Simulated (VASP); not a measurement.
# Al4Pt (F-43m) in VASP: notebook, part 3 of 3

VASP 6.6.1.

## 6. Relaxation of cell and atoms, PBE

This run uses another cell than the first one, of 18.75 Å³/atom.

File INCAR:

```
PREC = Accurate ; ENCUT = 600
EDIFF = 1E-6 ; ISMEAR = 0
SIGMA = 0.1 ; LREAL = F
LASPH = T ; NELM = 100
ALGO = Fast ; ISIF = 3
LWAVE = F ; LCHARG = F
GGA = PE ; IBRION = 2
NSW = 100 ; EDIFFG = -0.01
```

File KPOINTS:

```
regular mesh
0
Gamma
  10 10 10
```

File POSCAR:

```
Al4Pt
1.0
    0.0000000000      3.6056538876      3.6056538876
    3.6056538876      0.0000000000      3.6056538876
    3.6056538876      3.6056538876      0.0000000000
Al Pt
4 1
Direct
    0.1252098605      0.6243704185      0.1252098605
    0.1252098605      0.1252098605      0.1252098605
    0.6243704185      0.1252098605      0.1252098605
    0.1252098605      0.1252098605      0.6243704185
    0.5000000000      0.5000000000      0.5000000000
```

Potentials or basis: VASP PAW PBE potentials, release 64 (Al, Pt).

Started as:

```console
> cat potpaw_PBE.64/Al/POTCAR potpaw_PBE.64/Pt/POTCAR > POTCAR
> mpirun -np 1 vasp_std > vasp.out
```

OUTCAR:

```text
PREC = Accurate
   ENCUT = 600
   EDIFF = 1E-6
   ISMEAR = 0
   LREAL = F
   LASPH = T
   NELM = 100
   ISIF = 3
   GGA = PE
   IBRION = 2
   NSW = 100
   EDIFFG = -0.01

 ion  position               nearest neighbor table
   1  0.125  0.624  0.125-   2 2.55   3 2.55   4 2.55   4 2.55   2 2.55   3 2.55   5 2.99   5 2.99
                             5 2.99
   2  0.125  0.125  0.125-   1 2.55   3 2.55   4 2.55   4 2.55   1 2.55   3 2.55   5 2.99   5 2.99
                             5 2.99
   3  0.624  0.125  0.125-   1 2.55   2 2.55   4 2.55   2 2.55   4 2.55   1 2.55   5 2.99   5 2.99
                             5 2.99
   4  0.125  0.125  0.624-   1 2.55   2 2.55   3 2.55   2 2.55   1 2.55   3 2.55   5 2.99   5 2.99
                             5 2.99
   5  0.500  0.500  0.500-   1 2.99   2 2.99   4 2.99   2 2.99   3 2.99   4 2.99   1 2.99   2 2.99
                             3 2.99   1 2.99   3 2.99   4 2.99

[... 334 lines left out ...]
      7       3.0871      2.00000
      8       4.9429      2.00000
      9       4.9429      2.00000
     10       4.9429      2.00000
     11       5.8838      2.00000
     12       7.1051      0.00000
     13       7.1051      0.00000
     14       7.1051      0.00000
[... 401 lines left out ...]
      2      -0.3794      2.00000
      3       1.6732      2.00000
      4       2.3531      2.00000
      5       2.6491      2.00000
      6       3.1787      2.00000
      7       3.3566      2.00000
      8       4.0564      2.00000
      9       4.1100      2.00000
     10       4.2208      2.00000
     11       5.8363      2.00000
     12       8.3225      0.00000
     13       8.5619      0.00000
     14       9.4552      0.00000
     15      10.0779      0.00000

 [... further k-points ...]

------------------------ aborting loop because EDIFF is reached ----------------------------------------

  FORCE on cell =-STRESS in cart. coord.  units (eV):
  Direction    XX          YY          ZZ          XY          YZ          ZX
  --------------------------------------------------------------------------------------
  -------------------------------------------------------------------------------------
  Total        0.0147101      0.0147101      0.0147101     -0.0000000     -0.0000000      0.0000000
  in kB        0.2498475      0.2498475      0.2498475     -0.0000000     -0.0000000      0.0000000
  external PRESSURE =       0.2498475 kB  Pullay stress =       0.0000000 kB
[... 20 lines left out ...]
  FREE ENERGIE OF THE ION-ELECTRON SYSTEM (eV)
  ---------------------------------------------------
  free  energy   TOTEN  =       -20.4909326838 eV

  energy  without entropy=      -20.4825592537  energy(sigma->0) =      -20.48674597

 reached required accuracy - stopping structural energy minimisation
```

CONTCAR:

```text
Al4Pt
   1.00000000000000
    -0.0000000000000000    3.6130483386788561    3.6130483386788561
     3.6130483386788561    0.0000000000000000    3.6130483386788561
     3.6130483386788561    3.6130483386788561    0.0000000000000000
  Al              Pt
     4     1
Direct
     0.1250492253839838    0.6248523238480485    0.1250492253839838
     0.1250492253839838    0.1250492253839838    0.1250492253839838
     0.6248523238480485    0.1250492253839838    0.1250492253839838
     0.1250492253839838    0.1250492253839838    0.6248523238480485
     0.5000000000000000    0.5000000000000000    0.5000000000000000

  0.00000000E+00  0.00000000E+00  0.00000000E+00
  0.00000000E+00  0.00000000E+00  0.00000000E+00
  0.00000000E+00  0.00000000E+00  0.00000000E+00
  0.00000000E+00  0.00000000E+00  0.00000000E+00
  0.00000000E+00  0.00000000E+00  0.00000000E+00
```

Run time: 7.2 min. Hardware: 1 thread of Intel Xeon 8259CL, shared host; peak memory 0.31 GiB.

What came out:

| Property | Result |
| --- | --- |
| Free energy | -20.4909 eV |
| Relaxed volume | 18.87 Å³/atom |
| Relaxed cell | a = 5.110 Å, b = 5.110 Å, c = 5.110 Å, α = 60.00°, β = 60.00°, γ = 60.00° |
| Space group after relaxing (to 0.1 Å) | F-43m (No. 216) |
| Energy gained by relaxing | 0.2 meV/atom |
| Ionic steps | 4 |
| Pressure after relaxing | 0.0 GPa |
| Largest force after relaxing | 0.009 eV/Å |
| Band gap on the k mesh | zero (bands 11 and 12 overlap by 0.35 eV) |

Forces in eV/Å, atoms in the order of the input:
```
Al  -0.005  0.005 -0.005
Al   0.005  0.005  0.005
Al   0.005 -0.005 -0.005
Al  -0.005 -0.005  0.005
Pt   0.000  0.000  0.000
```

The path:
```tsv
step	energy change (eV)	largest force (eV/Å)	pressure (GPa)	volume (Å³)
1	0.0000	0.0587	0.51	93.75
2	-0.0010	0.0361	-0.16	94.57
3	-0.0012	0.0101	0.01	94.34
4	-0.0012	0.0087	0.02	94.33
```

Final structure:
```
Al Pt
1.0
     0.00000    3.61305    3.61305
     3.61305    0.00000    3.61305
     3.61305    3.61305    0.00000
Al Pt
4 1
Direct
  0.12505 0.62485 0.12505
  0.12505 0.12505 0.12505
  0.62485 0.12505 0.12505
  0.12505 0.12505 0.62485
  0.50000 0.50000 0.50000
```

Caveat: spin-orbit coupling is left out, which moves the levels of the heavy elements.

## 7. The runs side by side

```tsv
task	cell	k mesh	cutoff (eV)	gap on the mesh (eV)	pressure (GPa)	relaxed volume (Å³/atom)	largest force (eV/Å)
single point	a = 4.788 Å, angles 60.0°, 5 atoms, atomic positions A	4 × 4 × 4	520	none	47.9	-	15.95
single point	a = 5.099 Å, angles 60.0°, 5 atoms, atomic positions B	4 × 4 × 4	520	none	0.3	-	0.03
relaxation of cell and atoms	relaxed from a = 4.788 Å, angles 60.0°, 5 atoms, atomic positions A	4 × 4 × 4	600	none	-0.2	18.87	-
single point	a = 5.111 Å, angles 60.0°, 5 atoms, atomic positions C	10 × 10 × 10	520	none	-0.1	-	-
relaxation of cell and atoms	relaxed from a = 5.099 Å, angles 60.0°, 5 atoms, atomic positions B	10 × 10 × 10	600	none	0.0	18.87	0.01
```

Alike in all rows: level PBE; potentials or basis VASP PAW PBE potentials, release 64 (Al, Pt); no spin polarisation; smearing gaussian 0.1 eV.

Caveats: some runs use coarse meshes; spin-orbit coupling is left out, which moves the levels of the heavy elements; forces of over 1 eV/Å act on the atoms, so gaps and moduli don't describe the material at rest (at least some runs); the volume moved by over 15 % at a fixed basis, so the end points are rough (at least some runs).

Absolute energies hang on the potentials; compare differences alone.
